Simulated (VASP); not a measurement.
Set up this calculation in VASP 6.6.1, as the native input.

| Property | Result |
| --- | --- |
| Task | single point |
| Functional | PBE |
| Potentials or basis | VASP PAW PBE potentials, release 64 (Sb) |
| Cutoff | 520 eV |
| k mesh | 13 × 13 × 13 |
| Occupations | fermi-dirac, width 0.05 eV |
| Spin | no spin polarisation |
| Dipole correction | no |
| Further INCAR settings | ALGO = Normal; EDIFF = 1e-07; NBANDS = 8 |

The structure of Sb lies in POSCAR:

```
Sb
1.0
    3.1494313592      0.0000000000      0.0000000000
    0.0000000000      3.1494313592      0.0000000000
    0.0000000000      0.0000000000      3.1494313592
Sb
1
Direct
    0.0000000000      0.0000000000      0.0000000000
```

This cell differs from its parent crystal: volume scaled by 0.99.

One way to write it, as run:

INCAR

```
SYSTEM = Sb
  PREC = Accurate
  ENCUT = 520
  EDIFF = 1E-7
  ISMEAR = -1
  SIGMA = 0.05
  LREAL = .FALSE.
  LASPH = .TRUE.
  NELM = 80
  ALGO = Normal
  ISIF = 2
  LWAVE = .FALSE.
  LCHARG = .TRUE.
  GGA = PE
  LELF = .TRUE.
  LVHAR = .TRUE.
  NBANDS = 8
```

KPOINTS

```
regular mesh
0
G
  13 13 13
  0 0 0
```

Potentials or basis: VASP PAW PBE potentials, release 64 (Sb).

Launch:

```console
$ cat potpaw_PBE.64/Sb/POTCAR > POTCAR
$ mpirun -np 1 vasp_std > vasp.out
```

Results of the run:

The pressure is -2.1 GPa.

Run time: 5.8 s on 1 thread of Intel(R) Xeon(R) Platinum 8488C (Sapphire Rapids), on a shared host, peak memory 0.15 GiB.
